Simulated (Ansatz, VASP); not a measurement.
Na3TiPd2 in VASP and in Ansatz

Contents of INCAR:

```
ALGO = Normal
EDIFF = 1E-6
ENCUT = 520
GGA = PE
ISIF = 2
ISMEAR = 0
LASPH = True
LCHARG = False
LREAL = False
LWAVE = False
NBANDS = 36
NELM = 60
PREC = Accurate
SIGMA = 0.1
```

File KPOINTS:

```
k-points
0
Gamma
  6 6 4
```

Contents of POSCAR:

```
Na3TiPd2
1.0
    4.3699720600      0.0000000000      0.0000000000
   -2.1849860300      3.7845068200      0.0000000000
    0.0000000000      0.0000000000      6.9887039300
Na Ti Pd
3 1 2
Direct
    0.0000000000      0.0000000000      0.5000000000
    0.6666666700      0.3333333300      0.3533428000
    0.3333333300      0.6666666700      0.6466572000
    0.0000000000      0.0000000000      0.0000000000
    0.6666666700      0.3333333300      0.7445280600
    0.3333333300      0.6666666700      0.2554719400
```

Input for Ansatz:

```yaml
crystal:
  lattice:
    - [4.36997206, 0.0, 0.0]
    - [-2.18498603, 3.78450682, 0.0]
    - [0.0, 0.0, 6.98870393]
  atoms:
    - { symbol: Na, position: [0.0, 0.0, 0.5] }
    - { symbol: Na, position: [0.66666667, 0.33333333, 0.3533428] }
    - { symbol: Na, position: [0.33333333, 0.66666667, 0.6466572] }
    - { symbol: Ti, position: [0.0, 0.0, 0.0] }
    - { symbol: Pd, position: [0.66666667, 0.33333333, 0.74452806] }
    - { symbol: Pd, position: [0.33333333, 0.66666667, 0.25547194] }
basis:
  ecutwfc: 420
kpoints:
  mp_grid: { grid: [6, 6, 4] }
hamiltonian:
  xc: pbe
scf:
  occupations: { method: gaussian, width: 0.1 }
  lower_state_search: "off"
output:
  forces: true
  stress: true
  eigenvalues: true
```

Change from the starting cell: species swapped into the Li3NdSb2 type (P-3m1, No. 164).

Alike in both runs: task single point; functional PBE; k mesh 6 × 6 × 4; occupations gaussian, width 0.1 eV; no spin polarisation.

|  | VASP | Ansatz |
| --- | --- | --- |
| version | VASP 6.6.1 | Ansatz 0.2.0 |
| potentials or method | VASP PAW PBE potentials, release 64 (Na_pv, Ti_sv, Pd), cutoff 520 eV | scalar-relativistic, plane waves, PAW |
| valence electrons in the cell | 53 | 75 |

Ansatz gave:

```
gap on the k mesh at the Fermi level (eV)                     : none
pressure (GPa)                                                : 2.9
traceless stress, the component that is largest in VASP (GPa) : -3.80
rms of the force components (eV/Å)                            : 0.809
```

Estimate VASP's values.

gap on the k mesh at the Fermi level (eV): none; pressure (GPa): 3.0; traceless stress, the component that is largest in VASP (GPa): -3.82; rms of the force components (eV/Å): 0.815.

Atom by atom the forces differ by 0.006 eV/Å (rms over components). A gap of «none» marks a metal or a gap that the smearing closes. The functional is the same, so the differences come from potentials, cutoffs and numerics. VASP's potentials hold 53 valence electrons a cell and Ansatz's 75, so a difference there can come from the potentials and not from the codes.
